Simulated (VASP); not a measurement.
# Ag: single point with LDA

Ag:

```xyz
1
Lattice="-1.6774 1.6774 1.6774 1.6774 -1.6774 1.6774 1.6774 1.6774 -1.6774" Properties=species:S:1:pos:R:3 pbc="T T T"
Ag    0.0000    0.0000    0.0000
```

```json
{
 "Program": "VASP 6.6.1",
 "Task": "single point",
 "Functional": "LDA",
 "Potentials or basis": "VASP PAW LDA potentials, release 64 (Ag)",
 "Cutoff": "520 eV",
 "k mesh": "11 × 11 × 11",
 "Occupations": "fermi-dirac, width 0.05 eV",
 "Spin": "no spin polarisation"
}
```

The pressure is -13.6 GPa.

Levels at points of the mesh, in eV from the Fermi level:
| k point | band 2 | band 3 | band 4 | band 5 | band 6 | band 7 | band 8 | band 9 | band 10 | band 11 |
| --- | --- | --- | --- | --- | --- | --- | --- | --- | --- | --- |
| (0.00, 0.00, 0.00) | -4.50 | -4.50 | -4.50 | -3.35 | -3.35 | 17.62 | 17.62 | 17.62 | 22.23 | 22.23 |

It took 6.4 s on 1 thread of Intel(R) Xeon(R) Platinum 8259CL CPU @ 2.50GHz (Skylake/Cascade Lake), on a shared host, peak memory 0.13 GiB.
